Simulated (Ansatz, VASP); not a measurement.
# Two plane-wave programs on Zr

INCAR

```
SYSTEM = Zr
ALGO = Normal
EDIFF = 1E-8
ENCUT = 520
GGA = PE
ISIF = 2
ISMEAR = -1
LASPH = .TRUE.
LCHARG = .FALSE.
LEFG = .TRUE.
LREAL = .FALSE.
LWAVE = .FALSE.
NBANDS = 12
NELM = 60
PREC = Accurate
SIGMA = 0.05
```

File KPOINTS:

```
k-points
0
G
  16 16 16
  0 0 0
```

Contents of POSCAR:

```
Zr
1.0
   -1.8022092646      1.8022092646      1.8022092646
    1.8022092646     -1.8022092646      1.8022092646
    1.8022092646      1.8022092646     -1.8022092646
Zr
1
Direct
    0.0000000000      0.0000000000      0.0000000000
```

Input for Ansatz:

```yaml
crystal:
  lattice:
    - [-1.8022092646, 1.8022092646, 1.8022092646]
    - [1.8022092646, -1.8022092646, 1.8022092646]
    - [1.8022092646, 1.8022092646, -1.8022092646]
  atoms:
    - { symbol: Zr, position: [0.0, 0.0, 0.0] }
kpoints:
  mp_grid: { grid: [16, 16, 16] }
scf:
  occupations: { method: fermi_dirac, width: 0.05 }
hamiltonian:
  xc: pbe
  pseudopotentials: { kind: paw }
output:
  forces: true
  stress: true
  eigenvalues: true
  efg: { contact_densities: true }
```

Change from the starting cell: volume scaled by 1.025, PAW files.

Alike in both runs: task electric field gradients; functional PBE; k mesh 16 × 16 × 16; occupations fermi-dirac, width 0.05 eV; no spin polarisation.

|  | VASP | Ansatz |
| --- | --- | --- |
| version | VASP 6.6.1 | Ansatz 0.2.0 |
| potentials or method | VASP PAW PBE potentials, release 64 (Zr_sv) | PAW with Ansatz's default frozen-core files, scalar-relativistic |
| plane-wave cutoff (eV) | 520 | 420 |
| valence electrons in the cell | 12 | 12 |

```tsv
	VASP	Ansatz	Ansatz less VASP
pressure (GPa)	-2.1	-2.1	-0.03
```

The functional is the same, so the differences come from potentials, cutoffs and numerics.
